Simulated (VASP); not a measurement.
Input of a VASP 6.6.1 run:

The input INCAR:

```
  ALGO = Normal
  EDIFF = 1E-6
  EDIFFG = -0.04
  ENCUT = 600
  GGA = PE
  IBRION = 2
  ISIF = 3
  ISMEAR = 0
  LASPH = T
  LCHARG = F
  LREAL = F
  LWAVE = F
  NELM = 100
  NSW = 90
  PREC = Accurate
  SIGMA = 0.1
```

Contents of KPOINTS:

```
k-points
0
Gamma
  4 4 4
```

The input POSCAR:

```
Lu4SiF
1.0
    4.5649294467      0.0000000000      0.0000000000
    0.0000000000      4.5649294467      0.0000000000
    0.0000000000      0.0000000000      6.9206003959
Lu Si F
4 1 1
Direct
    0.0000000000      0.5000000000      0.2486888892
    0.5000000000      0.0000000000      0.2486888892
    0.0000000000      0.5000000000      0.7513111108
    0.5000000000      0.0000000000      0.7513111108
    0.0000000000      0.0000000000      0.0000000000
    0.0000000000      0.0000000000      0.5000000000
```

Potentials or basis: VASP PAW PBE potentials, release 64 (Lu, Si, F).

Launch:

```bash
$ cat potpaw_PBE.64/Lu/POTCAR potpaw_PBE.64/Si/POTCAR potpaw_PBE.64/F/POTCAR > POTCAR
$ mpirun -np 1 vasp_std > vasp.out
```

Q: Estimate the relaxed volume.

A: 24.28 Å³/atom.

Q: Estimate the band gap on the k mesh.

A: Zero (an odd number of electrons rules out a gap without spin polarisation).

The path:
| step | energy change (eV) | largest force (eV/Å) | pressure (GPa) | volume (Å³) |
| --- | --- | --- | --- | --- |
| 1 | 0.0000 | 0.0444 | 0.49 | 144.22 |
| 2 | -0.0031 | 0.0499 | -0.09 | 145.75 |
| 3 | -0.0031 | 0.0503 | -0.06 | 145.71 |
| 4 | -0.0036 | 0.0272 | -0.02 | 145.67 |

Caveat: spin-orbit coupling is left out, which moves the levels of the heavy elements; an odd number of electrons without spin polarisation forces a metal; a magnetic or distorted state may lie lower.
